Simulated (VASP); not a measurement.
MgO: single point with PBE

MgO:

```
Mg O
1.0
     3.31529    0.00000    0.00000
    -1.65764    2.87112    0.00000
     0.00000    0.00000    5.12155
Mg O
2 2
Direct
  0.30605 0.67966 0.00632
  0.69395 0.32034 0.50632
  0.35855 0.65466 0.39828
  0.64145 0.34534 0.89828
```

This cell differs from its parent crystal: atoms displaced along a vibrational mode.

| Quantity | Value |
| --- | --- |
| Program | VASP 6.6.1 |
| Task | single point |
| Functional | PBE |
| Potentials or basis | VASP PAW PBE potentials, release 64 (Mg, O) |
| Cutoff | 520 eV |
| k mesh | 9 × 9 × 6 |
| Occupations | gaussian, width 0.05 eV |
| Spin | no spin polarisation |

- Pressure: -0.7 GPa
- Largest force: 0.339 eV/Å
- Band gap on the k mesh: 3.30 eV

Forces in eV/Å, atoms in the order of the input:
```
Mg   0.322 -0.082  0.070
Mg  -0.322  0.082  0.070
O   -0.227  0.090 -0.070
O    0.227 -0.090 -0.070
```

Stress tensor (GPa, compression positive):
```
-1.17  0.23  0.00
 0.23 -0.56  0.00
 0.00  0.00 -0.33
```

Levels at points of the mesh, in eV from the valence-band top:
| k point | band 5 | band 6 | band 7 | band 8 | band 9 | band 10 | band 11 | band 12 |
| --- | --- | --- | --- | --- | --- | --- | --- | --- |
| (0.00, 0.00, 0.00) | -0.60 | -0.46 | -0.27 | 0.00 | 3.30 | 8.24 | 9.92 | 13.83 |
| (0.00, 0.00, 0.50) | -0.53 | -0.53 | -0.49 | -0.49 | 5.74 | 5.74 | 12.77 | 12.77 |

It took 75 s on 1 thread of Intel(R) Xeon(R) Platinum 8488C (Sapphire Rapids), with other jobs on the host, peak memory 0.26 GiB.

Caveat: the cell differs from its parent crystal (atoms displaced along a vibrational mode); an odd mesh through Γ misses points on the zone boundary, where band edges can lie.
